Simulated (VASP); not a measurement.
# KBr (I4/mmm) in VASP: a series of runs

The runs below take KBr through single point, with PBE.

Everything below comes from runs of VASP 6.6.1. Logs are shortened: lines on timing, memory, paths and dates and some standing lists are left out, and cuts for length are marked.

## Step 1: The cell of the first run

The structure is tetragonal, space group I4/mmm (No. 139). The conventional cell has a = 4.284 Å, b = 4.284 Å, c = 7.112 Å, α = 90.00°, β = 90.00°, γ = 90.00°. Within 4.0 Å of K (site symmetry 4/mmm) lie 6 Br at 3.03 to 3.56 Å. Within 4.0 Å of Br (site symmetry 4/mmm) lie 6 K at 3.03 to 3.56 Å.

## Step 2: Single point, PBE (strain -0.080 along x and y, +0.080 along z)

Input file INCAR:

```
SYSTEM = KBr
PREC = Accurate
ENCUT = 520
EDIFF = 1E-6
ISMEAR = 0
SIGMA = 0.05
LREAL = .False.
LASPH = .True.
NELM = 60
ALGO = Normal
ISIF = 2
LWAVE = .False.
LCHARG = .False.
GGA = PE
NBANDS = 15
```

Input file KPOINTS:

```
Automatic mesh
0
Gamma
  6 6 6
  0 0 0
```

Input file POSCAR:

```
KBr
1.0
    0.0000000000      3.0291000000      3.5559000000
    3.0291000000      0.0000000000      3.5559000000
    3.0291000000      3.0291000000      0.0000000000
K Br
1 1
Direct
    0.0000000000      0.0000000000      0.0000000000
    0.5000000000      0.5000000000      0.5000000000
```

Potentials or basis: VASP PAW PBE potentials, release 64 (K_sv, Br).

Run with:

```sh
cat potpaw_PBE.64/K_sv/POTCAR potpaw_PBE.64/Br/POTCAR > POTCAR
mpirun -np 1 vasp_std > vasp.out
```

OUTCAR:

```text
SYSTEM = KBr
   PREC = Accurate
   ENCUT = 520
   EDIFF = 1E-6
   ISMEAR = 0
   LREAL = .False.
   LASPH = .True.
   NELM = 60
   ISIF = 2
   GGA = PE

 ion  position               nearest neighbor table
   1  0.000  0.000  0.000-   2 3.03   2 3.03   2 3.03   2 3.03
   2  0.500  0.500  0.500-   1 3.03   1 3.03   1 3.03   1 3.03

  LATTYP: Found a body centered tetragonal cell.
 ALAT       =     4.2837943018
 C/A-ratio  =     1.6601637471

  Lattice vectors:

 A1 = (  -3.0291000000,   0.0000000000,   3.5559000000)
 A2 = (   3.0291000000,   0.0000000000,   3.5559000000)
 A3 = (   0.0000000000,   3.0291000000,  -3.5559000000)

Analysis of symmetry for initial positions (statically):
=====================================================================
 Subroutine PRICEL returns:
 Original cell was already a primitive cell.

 Routine SETGRP: Setting up the symmetry group for a
 body centered tetragonal supercell.

 Subroutine GETGRP returns: Found 16 space group operations
 (whereof 16 operations were pure point group operations)
 out of a pool of 16 trial point group operations.

The static configuration has the point symmetry D_4h.

Analysis of symmetry for dynamics (positions and initial velocities):
=====================================================================
 Subroutine PRICEL returns:
 Original cell was already a primitive cell.

 Routine SETGRP: Setting up the symmetry group for a
 body centered tetragonal supercell.

 Subroutine GETGRP returns: Found 16 space group operations
 (whereof 16 operations were pure point group operations)
 out of a pool of 16 trial point group operations.

The dynamic configuration has the point symmetry D_4h.

 Subroutine INISYM returns: Found 16 space group operations
 (whereof 16 operations are pure point group operations),
 and found     1 'primitive' translations

----------------------------------------------------------------------------------------

                                     Primitive cell

  volume of cell :      65.2539

  direct lattice vectors                    reciprocal lattice vectors
     0.000000000  3.029100000  3.555900000    -0.165065531  0.165065531  0.140611378
     3.029100000  0.000000000  3.555900000     0.165065531 -0.165065531  0.140611378
     3.029100000  3.029100000  0.000000000     0.165065531  0.165065531 -0.140611378

  length of vectors
     4.671174544  4.671174544  4.283794302     0.272515722  0.272515722  0.272515722

  position of ions in fractional coordinates (direct lattice)
     0.000000000  0.000000000  0.000000000
     0.500000000  0.500000000  0.500000000

  ion indices of the primitive-cell ions
   primitive index   ion index
                 1           1
                 2           2

----------------------------------------------------------------------------------------

 KPOINTS: Automatic mesh

Automatic generation of k-mesh.
 Grid dimensions read from file:
 generate k-points for:    6    6    6

 Generating k-lattice:

  Cartesian coordinates                     Fractional coordinates (reciprocal lattice)
    -0.027510922  0.027510922  0.023435230     0.166666667  0.000000000  0.000000000
     0.027510922 -0.027510922  0.023435230     0.000000000  0.166666667  0.000000000
     0.027510922  0.027510922 -0.023435230    -0.000000000 -0.000000000  0.166666667

  Length of vectors
     0.045419287  0.045419287  0.045419287

  Shift w.r.t. Gamma in fractional coordinates (k-lattice)
     0.000000000  0.000000000  0.000000000

 Subroutine IBZKPT returns following result:
 ===========================================

 Found     30 irreducible k-points:

 Following reciprocal coordinates:
            Coordinates               Weight
  0.000000  0.000000  0.000000      1.000000
  0.166667  0.000000  0.000000      8.000000
  0.333333  0.000000  0.000000      8.000000
  0.500000  0.000000  0.000000      4.000000
  0.166667  0.166667  0.000000      2.000000
  0.333333  0.166667  0.000000      8.000000
[... 16 lines left out ...]
  0.333333  0.000000  0.333333      4.000000
  0.500000  0.000000  0.333333     16.000000
 [... further k-points ...]
   k-points           NKPTS =     30   k-points in BZ     NKDIM =     30   number of bands    NBANDS=     15
   number of dos      NEDOS =    301   number of ions     NIONS =      2
   total plane-waves  NPLWV =  41472
   dimension x,y,z NGX =    36 NGY =   36 NGZ =   32
   dimension x,y,z NGXF=    72 NGYF=   72 NGZF=   64
   ions per type =               1   1
   NGX,Y,Z   is equivalent  to a cutoff of  12.81, 12.81, 12.42 a.u.
   NGXF,Y,Z  is equivalent  to a cutoff of  25.62, 25.62, 24.84 a.u.
 SYSTEM =  KBr
   PREC   = accura    normal or accurate (medium, high low for compatibility)
   ISTART =      0    job   : 0-new  1-cont  2-samecut
   ICHARG =      2    charge: 1-file 2-atom 10-const
   ISPIN  =      1    spin polarized calculation?
   LNONCOLLINEAR =      F non collinear calculations
   LSORBIT =      F    spin-orbit coupling
   LASPH  =      T    aspherical Exc in radial PAW
   ENCUT  =  520.0 eV  38.22 Ry    6.18 a.u.   8.69  8.69  7.97*2*pi/ulx,y,z
   NELM   =     60;   NELMIN=  2; NELMDL= -5     # of ELM steps
   EDIFF  = 0.1E-05   stopping-criterion for ELM
   LREAL  =      F    real-space projection
   EDIFFG = 0.1E-04   stopping-criterion for IOM
   NSW    =      0    number of steps for IOM
   IBRION =     -1    ionic relax: 0-MD 1-quasi-New 2-CG
   NFREE  =      0    steps in history (QN), initial steepest desc. (CG)
   ISIF   =      2    stress and relaxation
   ISYM   =      2    0-nonsym 1-usesym 2-fastsym
   POTIM  = 0.5000    time-step for ionic-motion
   TEBEG  =    0.0;   TEEND  =   0.0 temperature during run
   PSTRESS=    0.0 pullay stress
   NELECT =      16.0000    total number of electrons
   NUPDOWN=      -1.0000    fix difference up-down
   EMIN   =  10.00;   EMAX   =-10.00  energy-range for DOS
   EFERMI =   0.00;   METHOD = LEGACY
   ISMEAR =     0;   SIGMA  =   0.05  broadening in eV -4-tet -1-fermi 0-gaus
   EFERMI_NEDOS =   21; number of points for ismear=-14 and -15
   IALGO  =     38    algorithm
   IMIX   =      4    mixing-type and parameters
     AMIX     =   0.40;   BMIX     =  1.00
     AMIX_MAG =   1.60;   BMIX_MAG =  1.00
  volume/ion in A,a.u.               =      32.63       220.18
  Fermi-wavevector in a.u.,A,eV,Ry     =   1.024659  1.936324 14.285104  1.049925
  Thomas-Fermi vector in A             =   2.158458
   LORBIT       =      0    0 simple, 1 ext, 2 COOP (PROOUT), +10 PAW based schemes
   GGA     = PE    functional components
   LHFCALC =     F    Hartree Fock is set to
   AEXX    =    0.0000 exact exchange contribution
   IVDW    =     0    specifies the selected vdW correction
   LEPSILON=     F    determine dielectric tensor
   LRPA    =     F    only Hartree local field effects (RPA)
 non-spin polarized calculation
 Gauss-broadening in eV      SIGMA  =   0.05
  energy-cutoff  :      520.00
  volume of cell :       65.25
 maximum number of plane-waves:      1774
   NGX = 17   NGY = 17   NGZ = 15

 number of electron      16.0000001 magnetization

 Free energy of the ion-electron system (eV)
  ---------------------------------------------------
  ext. energy  EPLUGINS =         0.00000000
  ---------------------------------------------------
  free energy    TOTEN  =        -5.98205311 eV

  energy without entropy =       -5.98205311  energy(sigma->0) =       -5.98205311

 E-fermi :  -0.9450     XC(G=0):  -7.7286

 val. band max:       -1.2556063300   @ k =   0.0000   0.0000   0.0000
 cond. band min:       3.2896960791   @ k =   0.0000   0.0000   0.0000
 fundamental gap:      4.5453024091
 Fermi energy:        -0.9450437192

 k-point     1 :       0.0000    0.0000    0.0000
  band No.  band energies     occupation
      1     -28.8617      2.00000
      2     -13.7773      2.00000
      3     -12.3674      2.00000
      4     -12.3674      2.00000
      5     -12.3636      2.00000
      6      -1.4215      2.00000
      7      -1.2556      2.00000
      8      -1.2556      2.00000
      9       3.2897      0.00000
     10       5.6359      0.00000
     11       6.6967      0.00000
     12       6.6967      0.00000
     13       7.0301      0.00000
     14       7.5113      0.00000
     15      10.6578      0.00000

 k-point     2 :       0.1667    0.0000    0.0000
  band No.  band energies     occupation
      1     -28.8589      2.00000
      2     -13.8677      2.00000
      3     -12.3701      2.00000
      4     -12.3617      2.00000
      5     -12.2440      2.00000
      6      -1.7501      2.00000
      7      -1.4948      2.00000
      8      -1.3907      2.00000
      9       3.9615      0.00000
     10       5.9743      0.00000
     11       6.6090      0.00000
     12       7.0190      0.00000
     13       7.4952      0.00000
     14       7.9990      0.00000
     15      11.5447      0.00000

 k-point     3 :       0.3333    0.0000    0.0000
  band No.  band energies     occupation
      1     -28.8532      2.00000
      2     -14.0180      2.00000
      3     -12.3828      2.00000
      4     -12.3502      2.00000
      5     -12.0250      2.00000
      6      -2.4513      2.00000
      7      -1.7134      2.00000
      8      -1.6408      2.00000
      9       5.0389      0.00000
     10       6.5594      0.00000
     11       7.3719      0.00000
     12       7.9033      0.00000
     13       8.6145      0.00000
     14       9.2242      0.00000
     15      10.1039      0.00000

 k-point     4 :       0.5000    0.0000    0.0000
  band No.  band energies     occupation
      1     -28.8504      2.00000
      2     -14.0829      2.00000
      3     -12.3891      2.00000
      4     -12.3444      2.00000
      5     -11.9241      2.00000
      6      -2.7501      2.00000
      7      -1.8114      2.00000
      8      -1.7574      2.00000
      9       5.4153      0.00000
     10       7.1212      0.00000
     11       8.6225      0.00000
     12       8.7883      0.00000
     13       8.8049      0.00000
     14       9.2907      0.00000
     15       9.8636      0.00000
[... 307 lines left out ...]
 k-point    22 :      -0.3333    0.5000    0.1667
  band No.  band energies     occupation
      1     -28.8514      2.00000
      2     -13.8378      2.00000
      3     -12.4538      2.00000
      4     -12.4295      2.00000
      5     -12.1719      2.00000
      6      -2.2517      2.00000
      7      -1.9171      2.00000
      8      -1.6761      2.00000
      9       5.4888      0.00000
     10       7.1414      0.00000
     11       7.1730      0.00000
     12       8.2162      0.00000
     13       9.0847      0.00000
     14       9.4128      0.00000
     15       9.9458      0.00000

 k-point    23 :       0.3333    0.0000    0.3333
  band No.  band energies     occupation
      1     -28.8484      2.00000
      2     -13.8490      2.00000
      3     -12.4510      2.00000
      4     -12.3850      2.00000
      5     -12.2286      2.00000
      6      -2.2966      2.00000
      7      -1.6419      2.00000
      8      -1.6381      2.00000
      9       4.7861      0.00000
     10       5.4342      0.00000
     11       8.1218      0.00000
     12       8.8863      0.00000
     13       9.1024      0.00000
     14       9.2166      0.00000
     15      10.0792      0.00000

 k-point    24 :       0.5000    0.0000    0.3333
  band No.  band energies     occupation
      1     -28.8458      2.00000
      2     -13.7803      2.00000
      3     -12.4673      2.00000
      4     -12.3973      2.00000
      5     -12.3192      2.00000
      6      -2.1924      2.00000
      7      -1.8348      2.00000
      8      -1.7179      2.00000
      9       4.8731      0.00000
     10       6.3960      0.00000
     11       7.9494      0.00000
     12       8.7156      0.00000
     13       8.9223      0.00000
     14       9.5168      0.00000
     15      10.2845      0.00000

 [... further k-points ...]
[... 5 lines left out ...]
  --------------------------------------------------------------------------------------
  -------------------------------------------------------------------------------------
  Total        2.7193309      2.7193309     -0.1769035      0.0000000     -0.0000000     -0.0000000
  in kB       66.7676172     66.7676172     -4.3435052      0.0000000     -0.0000000     -0.0000000
  external PRESSURE =      43.0639097 kB  Pullay stress =       0.0000000 kB

 VOLUME and BASIS-vectors are now :
 -----------------------------------------------------------------------------
  energy-cutoff  :      520.00
  volume of cell :       65.25
      direct lattice vectors                 reciprocal lattice vectors
     0.000000000  3.029100000  3.555900000    -0.165065531  0.165065531  0.140611378
     3.029100000  0.000000000  3.555900000     0.165065531 -0.165065531  0.140611378
     3.029100000  3.029100000  0.000000000     0.165065531  0.165065531 -0.140611378

 POSITION                                       TOTAL-FORCE (eV/Angst)
 -----------------------------------------------------------------------------------
      0.00000      0.00000      0.00000         0.000000     -0.000000     -0.000000
      3.02910      3.02910      3.55590        -0.000000      0.000000      0.000000
 -----------------------------------------------------------------------------------
    total drift:                                0.000000      0.000000      0.000000

  FREE ENERGIE OF THE ION-ELECTRON SYSTEM (eV)
  ---------------------------------------------------
  free  energy   TOTEN  =        -5.9820531148 eV

  energy  without entropy=       -5.9820531148  energy(sigma->0) =       -5.98205311
```

Wall time 52 s (1 thread of AMD EPYC 7R13, shared host); peak memory 0.17 GiB.

What came out:

* Free energy: -5.9821 eV
* Pressure: 4.3 GPa
* Band gap on the k mesh: 4.55 eV, direct

Stress tensor (GPa, compression positive):
```
 6.68  0.00  0.00
 0.00  6.68  0.00
 0.00  0.00 -0.43
```

Caveat: the cell differs from its parent crystal (strain -0.080 along x and y, +0.080 along z).

[end of part 1 of 2]
